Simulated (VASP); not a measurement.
Be2Si, 3 atoms in the cell. Symmetry: Fm-3m, No. 225, cubic system. The conventional cell has a = 5.283 Å, b = 5.283 Å, c = 5.283 Å, α = 90.00°, β = 90.00°, γ = 90.00°. Within 3.0 Å of Si (site symmetry m-3m) lie 8 Be at 2.29 Å. Be (site symmetry -43m) has 4 Si at 2.29 Å and 6 Be at 2.64 Å within 3.0 Å. 

| Property | Result |
| --- | --- |
| Program | VASP 6.6.1 |
| Task | single point |
| Functional | r2SCAN |
| Potentials or basis | VASP PAW PBE potentials, release 64 (Si, Be) |
| Cutoff | 660 eV |
| k mesh | 6 × 6 × 6 |
| Occupations | fermi-dirac, width 0.02 eV |
| Spin | no spin polarisation |
| Dipole correction | no |
| Further INCAR settings | ALGO = Normal; EDIFF = 1e-06; NBANDS = 11 |

Potentials or basis: VASP PAW PBE potentials, release 64 (Si, Be).

Launch:

```bash
$ cat potpaw_PBE.64/Si/POTCAR potpaw_PBE.64/Be/POTCAR > POTCAR
$ cp INCAR.step1 INCAR
$ mpirun -np 1 vasp_std > vasp.out
$ cp INCAR.step2 INCAR
$ mpirun -np 1 vasp_std > vasp.out
```

Hardware: 1 thread of AMD EPYC 9R45 96-Core Processor (Zen 5), with other jobs on the host.

Task: How long does it take, and how much memory?

Result: It took 28 s on 1 thread of AMD EPYC 9R45 96-Core Processor (Zen 5) (shared host), peak memory 0.15 GiB. Counts: k points 16.
